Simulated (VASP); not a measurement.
A run of VASP 6.6.1 is set up as follows.

Contents of INCAR:

```
PREC = Accurate
ENCUT = 520
EDIFF = 1E-6
ISMEAR = 0
SIGMA = 0.15
LREAL = False
LASPH = True
NELM = 80
ALGO = Fast
ISIF = 2
LWAVE = False
LCHARG = False
GGA = PS
NBANDS = 12
```

KPOINTS

```
regular mesh
0
Gamma
  24 24 24
```

Contents of POSCAR:

```
Cu
1.0
   -1.5149329860      1.5149329860      1.4104834862
    1.5149329860     -1.5149329860      1.4104834862
    1.5149329860      1.5149329860     -1.4104834862
Cu
1
Direct
    0.0000000000      0.0000000000      0.0000000000
```

Potentials or basis: VASP PAW PBE potentials, release 64 (Cu).

Run with:

```bash
$ cat potpaw_PBE.64/Cu/POTCAR > POTCAR
$ mpirun -np 1 vasp_std > vasp.out
```

What does it give for the pressure?

-14.8 GPa.

Estimate the band gap on the k mesh.

zero (an odd number of electrons rules out a gap without spin polarisation).

Stress tensor (GPa, compression positive):
```
-14.71   0.00   0.00
  0.00 -14.71   0.00
  0.00   0.00 -15.07
```

Caveat: the cell differs from its parent crystal (strain +0.050 along x and y, +0.025 along z); the cell stands under tension; the PAW data sets were made with another functional, which shifts forces and pressure a little.
